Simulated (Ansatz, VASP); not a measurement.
# One calculation of P, two programs

```
CELL_PARAMETERS angstrom
2.89206 0.00000 0.00000
0.00000 3.72619 0.00000
0.00000 0.00000 3.60799
ATOMIC_POSITIONS crystal
P 0.50000 0.00000 0.81698
P 0.00000 0.50000 0.18302
```

Alike in both runs: task single point; functional PBE; k mesh 6 × 6 × 6; occupations gaussian, width 0.1 eV; no spin polarisation.

|  | VASP | Ansatz |
| --- | --- | --- |
| version | VASP 6.6.1 | Ansatz 0.2.0 |
| potentials or method | VASP PAW PBE potentials, release 64 (P), cutoff 520 eV | scalar-relativistic, plane waves, PAW |
| valence electrons in the cell | 10 | 10 |

```tsv
	VASP	Ansatz	Ansatz less VASP
gap on the k mesh at the Fermi level (eV)	none	none	-
pressure (GPa)	-13.1	-13.0	+0.11
traceless stress, the component that is largest in VASP (GPa)	-8.40	-8.35	+0.048
rms of the force components (eV/Å)	0.589	0.582	-0.0074
```

Atom by atom the forces differ by 0.007 eV/Å (rms over components). A gap of «none» marks a metal or a gap that the smearing closes. With one functional, cell and mesh, what is left measures potentials, basis and numerics.

The k mesh is coarse, so the values compare programs but aren't converged.
